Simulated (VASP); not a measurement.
Input of a VASP 6.6.1 run:

POSCAR

```
GaAs
1.0
    0.0000000000      2.8455714065      2.8455714065
    2.8455714065      0.0000000000      2.8455714065
    2.8455714065      2.8455714065      0.0000000000
As Ga
1 1
Direct
    0.7500000000      0.7500000000      0.7500000000
    0.0000000000      0.0000000000      0.0000000000
```

INCAR.step1

```
  ALGO = Normal
  EDIFF = 1E-5
  ENCUT = 520
  GGA = PE
  ISIF = 2
  ISMEAR = -1
  LASPH = T
  LREAL = F
  LWAVE = T
  NBANDS = 16
  NELM = 100
  PREC = Accurate
  SIGMA = 0.05
```

The input INCAR.step2:

```
  AEXX = 0.25
  ALGO = Normal
  EDIFF = 1E-7
  ENCUT = 520
  GGA = PE
  HFSCREEN = 0.3
  ISIF = 2
  ISMEAR = -1
  ISTART = 1
  LASPH = T
  LCHARG = T
  LELF = T
  LHFCALC = T
  LREAL = F
  LVHAR = T
  LWAVE = F
  NBANDS = 16
  NELM = 100
  PREC = Accurate
  PRECFOCK = Normal
  SIGMA = 0.05
```

Contents of KPOINTS:

```
k-points
0
Gamma
  4 4 4
```

Potentials or basis: VASP PAW PBE potentials, release 64 (As, Ga_d).

The run is started by

```bash
$ cat potpaw_PBE.64/As/POTCAR potpaw_PBE.64/Ga_d/POTCAR > POTCAR
$ cp INCAR.step1 INCAR
$ mpirun -np 1 vasp_std > vasp.out
$ cp INCAR.step2 INCAR
$ mpirun -np 1 vasp_std > vasp.out
```

Estimate the pressure.

0.1 GPa.

Predict the band gap on the k mesh.

1.13 eV.

Caveat: the k points lie up to 0.48 Å⁻¹ apart; the PAW data sets were made with another functional, which shifts forces and pressure a little. A k mesh can miss the band edges.
